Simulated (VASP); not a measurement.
# PbO2 (Fm-3m) in VASP: a series of runs, part 2 of 2

VASP 6.6.1. Earlier steps stand in the parts before.

**4. Single point, PBEsol (volume scaled by 0.94)**

The input, INCAR:

```
ALGO     = Normal         # electronic algorithm
EDIFF    = 1E-6           # SCF threshold, eV
ENCUT    = 520            # plane-wave cutoff, eV
GGA      = PS             # functional
ISIF     = 2              # what is computed and relaxed
ISMEAR   = -1             # smearing method
LASPH    = True           # aspherical terms in the spheres
LCHARG   = False          # write CHGCAR
LREAL    = False          # projectors in reciprocal space
LWAVE    = False          # write WAVECAR
NBANDS   = 20             # bands
NELM     = 60             # most SCF steps
PREC     = Accurate       # precision mode
SIGMA    = 0.05           # smearing width, eV
```

The input, KPOINTS:

```
k-points
0
Gamma
  9 9 9
```

The input, POSCAR:

```
PbO2
1.0
    0.0000000000      2.6468338291      2.6468338291
    2.6468338291      0.0000000000      2.6468338291
    2.6468338291      2.6468338291      0.0000000000
Pb O
1 2
Direct
    0.0000000000      0.0000000000      0.0000000000
    0.7500000000      0.7500000000      0.7500000000
    0.2500000000      0.2500000000      0.2500000000
```

Potentials or basis: VASP PAW PBE potentials, release 64 (Pb_d, O).

Launch:

```
$ cat potpaw_PBE.64/Pb_d/POTCAR potpaw_PBE.64/O/POTCAR > POTCAR
$ mpirun -np 1 vasp_std > vasp.out
```

OUTCAR:

```text
EDIFF = 1E-6
   ENCUT = 520
   GGA = PS
   ISIF = 2
   ISMEAR = -1
   LASPH = True
   LREAL = False
   NELM = 60
   PREC = Accurate

 ion  position               nearest neighbor table
   1  0.000  0.000  0.000-   2 2.29   2 2.29   2 2.29   2 2.29   3 2.29   3 2.29   3 2.29   3 2.29

   2  0.750  0.750  0.750-   1 2.29   1 2.29   1 2.29   1 2.29
   3  0.250  0.250  0.250-   1 2.29   1 2.29   1 2.29   1 2.29

  LATTYP: Found a face centered cubic cell.
 ALAT       =     5.2936676582

  Lattice vectors:

 A1 = (   0.0000000000,   2.6468338291,   2.6468338291)
 A2 = (   2.6468338291,   0.0000000000,   2.6468338291)
 A3 = (   2.6468338291,   2.6468338291,   0.0000000000)

Analysis of symmetry for initial positions (statically):
=====================================================================
 Subroutine PRICEL returns:
 Original cell was already a primitive cell.

 Routine SETGRP: Setting up the symmetry group for a
 face centered cubic supercell.

 Subroutine GETGRP returns: Found 48 space group operations
 (whereof 48 operations were pure point group operations)
 out of a pool of 48 trial point group operations.

The static configuration has the point symmetry O_h .

Analysis of symmetry for dynamics (positions and initial velocities):
=====================================================================
 Subroutine PRICEL returns:
 Original cell was already a primitive cell.

 Routine SETGRP: Setting up the symmetry group for a
 face centered cubic supercell.

 Subroutine GETGRP returns: Found 48 space group operations
 (whereof 48 operations were pure point group operations)
 out of a pool of 48 trial point group operations.

The dynamic configuration has the point symmetry O_h .

 Subroutine INISYM returns: Found 48 space group operations
[... 111 lines left out ...]
   NUPDOWN=      -1.0000    fix difference up-down
   EMIN   =  10.00;   EMAX   =-10.00  energy-range for DOS
   EFERMI =   0.00;   METHOD = LEGACY
   ISMEAR =    -1;   SIGMA  =   0.05  broadening in eV -4-tet -1-fermi 0-gaus
   EFERMI_NEDOS =   21; number of points for ismear=-14 and -15
   IALGO  =     38    algorithm
   IMIX   =      4    mixing-type and parameters
     AMIX     =   0.40;   BMIX     =  1.00
     AMIX_MAG =   1.60;   BMIX_MAG =  1.00
  volume/ion in A,a.u.               =      12.36        83.42
  Fermi-wavevector in a.u.,A,eV,Ry     =   1.454329  2.748283 28.777305  2.115072
  Thomas-Fermi vector in A             =   2.571492
   LORBIT       =      0    0 simple, 1 ext, 2 COOP (PROOUT), +10 PAW based schemes
   GGA     = PS    functional components
   LHFCALC =     F    Hartree Fock is set to
   AEXX    =    0.0000 exact exchange contribution
   IVDW    =     0    specifies the selected vdW correction
   LEPSILON=     F    determine dielectric tensor
   LRPA    =     F    only Hartree local field effects (RPA)
 non-spin polarized calculation
  energy-cutoff  :      520.00
  volume of cell :       37.09
 maximum number of plane-waves:      1018
   NGX = 13   NGY = 13   NGZ = 13

 number of electron      26.0000019 magnetization

 Free energy of the ion-electron system (eV)
  ---------------------------------------------------
  ext. energy  EPLUGINS =         0.00000000
  ---------------------------------------------------
  free energy    TOTEN  =       -16.78529404 eV

  energy without entropy =      -16.77952961  energy(sigma->0) =      -16.78241182

 E-fermi :   6.3002     XC(G=0): -11.7603

 val. band max:        6.2526119694   @ k =  -0.3333   0.4444   0.2222
 cond. band min:       7.0232068884   @ k =  -0.1111   0.1111   0.0000
 fundamental gap:      0.7705949190
 Fermi energy:         6.3001517789

 k-point     1 :       0.0000    0.0000    0.0000
  band No.  band energies     occupation
      1     -12.6909      2.00000
      2      -9.4152      2.00000
      3      -9.4152      2.00000
      4      -9.4152      2.00000
      5      -9.4009      2.00000
      6      -9.0939      2.00000
[... 541 lines left out ...]
     19      22.3801      0.00000
     20      23.6663      0.00000

 [... further k-points ...]

------------------------ aborting loop because EDIFF is reached ----------------------------------------

  FORCE on cell =-STRESS in cart. coord.  units (eV):
  Direction    XX          YY          ZZ          XY          YZ          ZX
  --------------------------------------------------------------------------------------
  -------------------------------------------------------------------------------------
  Total        0.8605274      0.8605274      0.8605274      0.0000000     -0.0000000      0.0000000
  in kB       37.1762246     37.1762246     37.1762246      0.0000000     -0.0000000      0.0000000
  external PRESSURE =      37.1762246 kB  Pullay stress =       0.0000000 kB

 VOLUME and BASIS-vectors are now :
 -----------------------------------------------------------------------------
  energy-cutoff  :      520.00
  volume of cell :       37.09
      direct lattice vectors                 reciprocal lattice vectors
     0.000000000  2.646833829  2.646833829    -0.188904945  0.188904945  0.188904945
     2.646833829  0.000000000  2.646833829     0.188904945 -0.188904945  0.188904945
     2.646833829  2.646833829  0.000000000     0.188904945  0.188904945 -0.188904945

 POSITION                                       TOTAL-FORCE (eV/Angst)
 -----------------------------------------------------------------------------------
      0.00000      0.00000      0.00000         0.000000      0.000000     -0.000000
      3.97025      3.97025      3.97025        -0.000000     -0.000000     -0.000000
      1.32342      1.32342      1.32342         0.000000      0.000000      0.000000
 -----------------------------------------------------------------------------------
    total drift:                                0.000000      0.000000      0.000000

  FREE ENERGIE OF THE ION-ELECTRON SYSTEM (eV)
  ---------------------------------------------------
  free  energy   TOTEN  =       -16.7852940402 eV

  energy  without entropy=      -16.7795296074  energy(sigma->0) =      -16.78241182
```

stdout:

```text
POSCAR found type information on POSCAR PbO
 POSCAR found :  2 types and       3 ions
 scaLAPACK will be used
 -----------------------------------------------------------------------------
|                                                                             |
|                                                                             |
|     You enforced a specific xc type in the INCAR file but a different       |
|     I HOPE YOU KNOW WHAT YOU ARE DOING!                                     |
|                                                                             |
 -----------------------------------------------------------------------------

 LDA part: xc-table for (Slater+PW92), standard interpolation
 POSCAR, INCAR and KPOINTS ok, starting setup
 FFT: planning ... GRIDC
 FFT: planning ... GRID_SOFT
 FFT: planning ... GRID
 WAVECAR not read
 entering main loop
```

It took 57 s on 1 thread of AMD EPYC 7R13, shared host; peak memory 0.14 GiB.

What came out:

| Quantity | Value |
| --- | --- |
| Free energy | -16.7853 eV |
| Pressure | 3.7 GPa |
| Band gap on the k mesh | zero (band 13 reaches 6.25 eV, above the bottom of band 14 at 4.95 eV) |

Caveat: the PAW data sets were made with another functional, which shifts forces and pressure a little; spin-orbit coupling is left out, which moves the levels of the heavy elements.

**5. Single point, PBEsol (volume scaled by 0.96)**

The input, INCAR:

```
SYSTEM = PbO2
ALGO = Normal ; EDIFF = 1E-7
ENCUT = 520 ; GGA = PS
ISIF = 2 ; ISMEAR = -1
LASPH = .True. ; LCHARG = .False.
LREAL = .False. ; LWAVE = .False.
NBANDS = 20 ; NELM = 100
PREC = Accurate ; SIGMA = 0.05
```

The input, KPOINTS:

```
k-points
0
Gamma
  9 9 9
  0 0 0
```

The input, POSCAR:

```
PbO2
1.0
    0.0000000000      2.6654741181      2.6654741181
    2.6654741181      0.0000000000      2.6654741181
    2.6654741181      2.6654741181      0.0000000000
Pb O
1 2
Direct
    0.0000000000      0.0000000000      0.0000000000
    0.7500000000      0.7500000000      0.7500000000
    0.2500000000      0.2500000000      0.2500000000
```

Launch:

```
$ cat potpaw_PBE.64/Pb_d/POTCAR potpaw_PBE.64/O/POTCAR > POTCAR
$ mpirun -np 1 vasp_std > vasp.out
```

Run time: 56 s. Hardware: 1 thread of AMD EPYC 7R13, shared host; peak memory 0.14 GiB.

Results (log left out):

```
Free energy            : -16.7963 eV
Pressure               : 0.3 GPa
Band gap on the k mesh : zero (band 13 reaches 5.97 eV, above the bottom of band 14 at 4.72 eV)
```

Levels at points of the mesh, in eV from the Fermi level:
| k point | band 11 | band 12 | band 13 | band 14 | band 15 | band 16 |
| --- | --- | --- | --- | --- | --- | --- |
| (0.00, 0.00, 0.00) | -2.05 | -1.30 | -1.30 | -1.30 | 6.96 | 6.96 |

Caveat: the PAW data sets were made with another functional, which shifts forces and pressure a little; spin-orbit coupling is left out, which moves the levels of the heavy elements.

**6. Overview**

| task | level | spin | cell | k mesh | cutoff (eV) | gap on the mesh (eV) | pressure (GPa) |
| --- | --- | --- | --- | --- | --- | --- | --- |
| relaxation of cell and atoms | BLYP | off | relaxed from a = 3.821 Å, angles 60.0°, 3 atoms | 9 × 9 × 9 | 600 | none | 0.0 |
| single point | r2SCAN | non-collinear, zero start, SOC | a = 3.821 Å, angles 60.0°, 3 atoms | 7 × 7 × 7 | 520 | - | -6.3 |
| single point | PBEsol | off | a = 3.743 Å, angles 60.0°, 3 atoms | 9 × 9 × 9 | 520 | none | 3.7 |
| single point | PBEsol | off | a = 3.770 Å, angles 60.0°, 3 atoms | 9 × 9 × 9 | 520 | none | 0.3 |

Alike in all rows: potentials or basis VASP PAW PBE potentials, release 64 (Pb_d, O); smearing fermi-dirac 0.05 eV.

Caveats: the PAW data sets were made with another functional, which shifts forces and pressure a little; spin-orbit coupling is left out, which moves the levels of the heavy elements (some runs).

Total energies depend on the potentials used, so only differences within one code and one set of settings carry meaning.
